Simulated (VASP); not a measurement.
Write the native input for VASP 6.6.1 that does the following.

```
Task                   : single point
Functional             : r2SCAN
Potentials or basis    : VASP PAW PBE potentials, release 64 (Li_sv, Cl)
Cutoff                 : 520 eV
k mesh                 : 8 × 8 × 8
Occupations            : gaussian, width 0.05 eV
Spin                   : no spin polarisation
Dipole correction      : no
Further INCAR settings : ALGO = Normal; EDIFF = 1e-06; NBANDS = 12
```

The system is LiCl.

```
Li Cl
1.0
     0.00000    2.56476    2.56476
     2.64170    0.00000    2.56476
     2.64170    2.56476    0.00000
Li Cl
1 1
Direct
  0.00000 0.00000 0.00000
  0.50000 0.50000 0.50000
```

This cell differs from its parent crystal: strain +0.0300 x Voigt [1, 0, 0, 0, 0, 0].

These files were run (other wordings do the same):

POSCAR

```
LiCl
1.0
    0.0000000000      2.5647600000      2.5647600000
    2.6417028000      0.0000000000      2.5647600000
    2.6417028000      2.5647600000      0.0000000000
Li Cl
1 1
Direct
    0.0000000000      0.0000000000      0.0000000000
    0.5000000000      0.5000000000      0.5000000000
```

INCAR.step1

```
SYSTEM = LiCl
  PREC = Accurate
  ENCUT = 520
  ISMEAR = 0
  SIGMA = 0.05
  LREAL = .FALSE.
  LASPH = .TRUE.
  NELM = 100
  NBANDS = 12
  GGA = PE
  ALGO = Normal
  EDIFF = 1E-4
  LWAVE = .TRUE.
  LCHARG = .FALSE.
```

INCAR.step2

```
SYSTEM = LiCl
  PREC = Accurate
  ENCUT = 520
  EDIFF = 1E-6
  ISMEAR = 0
  SIGMA = 0.05
  LREAL = .FALSE.
  LASPH = .TRUE.
  NELM = 100
  ALGO = Normal
  ISIF = 2
  LWAVE = .FALSE.
  LCHARG = .TRUE.
  METAGGA = R2SCAN
  LMIXTAU = .TRUE.
  LELF = .TRUE.
  LVHAR = .TRUE.
  NBANDS = 12
  ISTART = 1
```

KPOINTS

```
Automatic mesh
0
G
  8 8 8
  0 0 0
```

Potentials or basis: VASP PAW PBE potentials, release 64 (Li_sv, Cl).

The run is started by

```bash
$ cat potpaw_PBE.64/Li_sv/POTCAR potpaw_PBE.64/Cl/POTCAR > POTCAR
$ cp INCAR.step1 INCAR
$ mpirun -np 1 vasp_std > vasp.out
$ cp INCAR.step2 INCAR
$ mpirun -np 1 vasp_std > vasp.out
```

It gave:

```json
{
  "Band gap on the k mesh": "7.07 eV"
}
```

Caveat: the cell differs from its parent crystal (strain +0.0300 x Voigt [1, 0, 0, 0, 0, 0]).

It took 2.3 min on 1 thread of Intel(R) Xeon(R) Platinum 8175M CPU @ 2.50GHz (Skylake/Cascade Lake), on a shared host, peak memory 0.16 GiB.
